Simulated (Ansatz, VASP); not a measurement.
Two plane-wave programs on Ta2N

```
CELL_PARAMETERS angstrom
5.16097 0.00000 0.00000
-2.58049 4.46953 0.00000
0.00000 0.00000 5.01285
ATOMIC_POSITIONS crystal
Ta 0.65498 0.65498 0.75260
Ta 0.00000 0.34502 0.75260
Ta 0.34502 0.00000 0.75260
Ta 0.34502 0.34502 0.24740
Ta 0.00000 0.65498 0.24740
Ta 0.65498 0.00000 0.24740
N 0.66667 0.33333 0.50000
N 0.33333 0.66667 0.50000
N 0.00000 0.00000 0.00000
```

Alike in both runs: task single point; functional LDA; k mesh 9 × 9 × 8; occupations gaussian, width 0.15 eV; no spin polarisation.

|  | VASP | Ansatz |
| --- | --- | --- |
| version | VASP 6.6.1 | Ansatz 0.2.0 |
| potentials or method | VASP PAW LDA potentials, release 64 (Ta_pv, N), cutoff 520 eV | scalar-relativistic, plane waves, PAW |
| valence electrons in the cell | 81 | 93 |

Ansatz gave:

| Property | Result |
| --- | --- |
| gap on the k mesh at the Fermi level (eV) | none |
| pressure (GPa) | 0.8 |
| traceless stress, the component that is largest in VASP (GPa) | -6.59 |
| rms of the force components (eV/Å) | 0.786 |

Task: Estimate VASP's values.

Result: gap on the k mesh at the Fermi level (eV): none; pressure (GPa): 2.4; traceless stress, the component that is largest in VASP (GPa): -6.59; rms of the force components (eV/Å): 0.794.

Ansatz warns that its potentials were made for another functional, while VASP's fit it. LDA's correlation is that of Perdew and Zunger in VASP and of Perdew and Wang (1992) in Ansatz. Atom by atom the forces differ by 0.012 eV/Å (rms over components). A gap of «none» marks a metal or a gap that the smearing closes. VASP's potentials hold 81 valence electrons a cell and Ansatz's 93, so a difference there can come from the potentials and not from the codes.

Neither program's run includes spin-orbit coupling.
